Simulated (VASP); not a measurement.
Here is a VASP 6.6.1 calculation.

Contents of INCAR:

```
ALGO     = Normal         # electronic algorithm
EDIFF    = 1E-6           # SCF threshold, eV
ENCUT    = 520            # plane-wave cutoff, eV
GGA      = CA             # functional
ISIF     = 2              # what is computed and relaxed
ISMEAR   = -1             # smearing method
LASPH    = T              # aspherical terms in the spheres
LCHARG   = F              # write CHGCAR
LDAU     = T              # DFT+U
LDAUJ    = 0 0          
LDAUL    = 2 -1           # shell
LDAUPRINT= 1            
LDAUTYPE = 2            
LDAUU    = 4 0            # U, eV
LMAXMIX  = 4              # l up to which the mixer works
LREAL    = F              # projectors in reciprocal space
LWAVE    = F              # write WAVECAR
NBANDS   = 14             # bands
NELM     = 150            # most SCF steps
PREC     = Accurate       # precision mode
SIGMA    = 0.05           # smearing width, eV
```

The input KPOINTS:

```
k-points
0
Gamma
  9 9 9
```

POSCAR

```
HfN
1.0
    0.0000000000      2.4375990621      2.4375990621
    2.4375990621      0.0000000000      2.4375990621
    2.4375990621      2.4375990621      0.0000000000
Hf N
1 1
Direct
    0.0000000000      0.0000000000      0.0000000000
    0.2500000000      0.2500000000      0.2500000000
```

Potentials or basis: VASP PAW LDA potentials, release 64 (Hf_pv, N).

Command:

```console
$ cat potpaw_LDA.64/Hf_pv/POTCAR potpaw_LDA.64/N/POTCAR > POTCAR
$ mpirun -np 1 vasp_std > vasp.out
```

(1) Estimate the pressure.

Answers

(1) 6.3 GPa.

Caveat: U without spin polarisation on a metal has little footing.
